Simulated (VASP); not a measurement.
PbO (Litharge):

```
Pb O
1.0
     3.99000    0.00000    0.00000
     0.00000    3.99000    0.00000
     0.00000    0.00000    5.01000
Pb O
2 2
Cartesian
  0.0000 1.9950 1.2024
  1.9950 0.0000 3.8076
  0.0000 0.0000 0.0000
  1.9950 1.9950 0.0000
```

Base run:

```yaml
Program: VASP 6.6.1
Functional: revPBE
Potentials_or_basis: VASP PAW PBE potentials, release 64 (Pb_d, O)
Cutoff: 520 eV
k_mesh: 4 × 4 × 3
Occupations: gaussian, width 0.01 eV
Spin: no spin polarisation
```

Its results: band gap on the k mesh 1.20 eV, indirect (least direct gap 2.15 eV); pressure 5.0 GPa; largest force 0.145 eV/Å.

Question: The run is repeated on the same cell with these changes: functional from revPBE to PBEsol. What comes out?

Answer: Band gap on the k mesh 1.10 eV, indirect (least direct gap 2.05 eV); pressure -0.8 GPa; largest force 0.291 eV/Å.

PBEsol binds more tightly than revPBE, so the same cell stands under less pressure.

Caveats: the PAW data sets were made with another functional, which shifts forces and pressure a little; spin-orbit coupling is left out, which moves the levels of the heavy elements.

A k mesh can miss the band edges.
